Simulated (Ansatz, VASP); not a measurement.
**One calculation of Te2Mo, two programs**

```
Te Mo
1.0
     3.55666    0.00000    0.00000
    -1.77833    3.08016    0.00000
     0.00000    0.00000   15.02498
Te Mo
4 2
Direct
  0.33333 0.66667 0.62967
  0.66667 0.33333 0.12967
  0.66667 0.33333 0.37033
  0.33333 0.66667 0.87033
  0.33333 0.66667 0.25000
  0.66667 0.33333 0.75000
```

Change from the starting cell: strain along c alone, the other axes held, atoms relaxed: -2.0 %.

Alike in both runs: functional PBE; k mesh 12 × 12 × 2; occupations gaussian, width 0.02 eV; no spin polarisation.

Ansatz relaxed the structure, and its values are those at the end. VASP's run is a single point on that final structure, the one shown.

|  | VASP | Ansatz |
| --- | --- | --- |
| version | VASP 6.6.1 | Ansatz 0.2.0 |
| potentials or method | VASP PAW PBE potentials, release 64 (Te, Mo_sv), cutoff 520 eV | scalar-relativistic, plane waves, PAW |
| valence electrons in the cell | 52 | 92 |

Ansatz gave:

```
gap on the k mesh at the Fermi level (eV) : 0.98
least direct gap on the mesh (eV)         : 1.02
pressure (GPa)                            : 0.1
rms of the force components (eV/Å)        : 0.001
```

Q: Estimate VASP's values.

A: gap on the k mesh at the Fermi level (eV): 0.98; least direct gap on the mesh (eV): 1.02; pressure (GPa): 0.1; rms of the force components (eV/Å): 0.005.

With one functional, cell and mesh, what is left measures potentials, basis and numerics. VASP's potentials hold 52 valence electrons a cell and Ansatz's 92, so a difference there can come from the potentials and not from the codes. Ansatz's warnings: stress scf threshold loose.

Spin-orbit coupling is off throughout.
